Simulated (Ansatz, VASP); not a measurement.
# CaAl2Sb2: VASP beside Ansatz

```xyz
5
Lattice="5.0278 0.0000 0.0000 -2.5139 4.3542 0.0000 0.0000 0.0000 6.0081" Properties=species:S:1:pos:R:3 pbc="T T T"
Ca    0.0000    0.0000    0.0000
Al    0.0000    2.9028    4.3252
Al    2.5139    1.4514    1.6828
Sb    0.0000    2.9028    1.5525
Sb    2.5139    1.4514    4.4555
```

Alike in both runs: functional PBE; k mesh 5 × 5 × 3; no spin polarisation.

Ansatz relaxed the structure, and its values are those at the end. VASP's run is a single point on that final structure, the one shown.

|  | VASP | Ansatz |
| --- | --- | --- |
| version | VASP 6.6.1 | Ansatz 0.2.0 |
| potentials or method | VASP PAW PBE potentials, release 64 (Ca_sv, Al, Sb), cutoff 520 eV | PAW plane waves |
| occupations | fermi-dirac, width 0.1 eV | fermi-dirac |
| valence electrons in the cell | 26 | 46 |

|  | VASP | Ansatz | Ansatz less VASP |
| --- | --- | --- | --- |
| gap on the k mesh at the Fermi level (eV) | none | none | - |
| pressure (GPa) | 0.1 | 0.0 | -0.13 |
| rms of the force components (eV/Å) | 0.003 | 0.000 | -0.0030 |

A gap of «none» marks a metal or a gap that the smearing closes. VASP's potentials hold 26 valence electrons a cell and Ansatz's 46, so a difference there can come from the potentials and not from the codes. Ansatz's warnings: structure snapped to symmetry.

Neither program's run includes spin-orbit coupling.
